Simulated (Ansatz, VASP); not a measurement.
## InSe: VASP beside Ansatz

```xyz
2
Lattice="3.5955 0.0000 0.0000 0.0000 3.5955 0.0000 0.0000 0.0000 3.5955" Properties=species:S:1:pos:R:3 pbc="T T T"
In    0.0000    0.0000    0.0000
Se    1.7978    1.7978    1.7978
```

Alike in both runs: functional r2SCAN; k mesh 6 × 6 × 6; occupations gaussian, width 0.1 eV; no spin polarisation.

Ansatz relaxed the structure, and its values are those at the end. VASP's run is a single point on that final structure, the one shown.

|  | VASP | Ansatz |
| --- | --- | --- |
| version | VASP 6.6.1 | Ansatz 0.2.0 |
| potentials or method | VASP PAW PBE potentials, release 64 (In_d, Se), cutoff 520 eV | scalar-relativistic, plane waves, PAW |
| valence electrons in the cell | 19 | 29 |

|  | VASP | Ansatz | Ansatz less VASP |
| --- | --- | --- | --- |
| gap on the k mesh at the Fermi level (eV) | none | none | - |
| pressure (GPa) | 0.4 | 0.3 | -0.07 |

VASP's potentials were made for PBE, not for r2SCAN. A gap of «none» marks a metal or a gap that the smearing closes. VASP's potentials hold 19 valence electrons a cell and Ansatz's 29, so a difference there can come from the potentials and not from the codes.
